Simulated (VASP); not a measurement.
Si2B3:

```
CELL_PARAMETERS angstrom
3.71729 0.00000 0.00000
0.00000 3.71729 0.00000
0.00000 0.00000 3.71729
ATOMIC_POSITIONS crystal
Si 0.50000 0.50000 0.50000
Si 0.00000 0.00000 0.00000
B 0.50000 0.00000 0.00000
B 0.00000 0.50000 0.00000
B 0.00000 0.00000 0.50000
```

- Program: VASP 6.6.1
- Task: relaxation of cell and atoms
- Functional: PBE
- Potentials or basis: VASP PAW PBE potentials, release 64 (Si, B)
- Cutoff: 500 eV
- k mesh: 4 × 4 × 4
- Occupations: gaussian, width 0.2 eV
- Spin: no spin polarisation

At the start: pressure 32.9 GPa; volume 10.27 Å³/atom.

Q: How do energy, volume and symmetry change on relaxing?

A: Over 3 steps the energy falls by 213.9 meV/atom and the volume is 12.72 Å³/atom (+23.8 %); space group Pm-3m (No. 221, to 0.05 Å).

The path:
```tsv
step	energy change (eV)	largest force (eV/Å)	pressure (GPa)	volume (Å³)
1	0.0000	0.0000	32.91	51.37
2	-0.9612	0.0000	-6.61	68.71
3	-1.0693	0.0000	0.27	63.59
```

Final structure:
```
Si B
1.0
     3.99152    0.00000    0.00000
     0.00000    3.99152    0.00000
     0.00000    0.00000    3.99152
Si B
2 3
Direct
  0.50000 0.50000 0.50000
  0.00000 0.00000 0.00000
  0.50000 0.00000 0.00000
  0.00000 0.50000 0.00000
  0.00000 0.00000 0.50000
```

Caveat: the k points lie up to 0.39 Å⁻¹ apart in the final cell; the volume moved by over 15 % at a fixed basis, so the end points are rough.
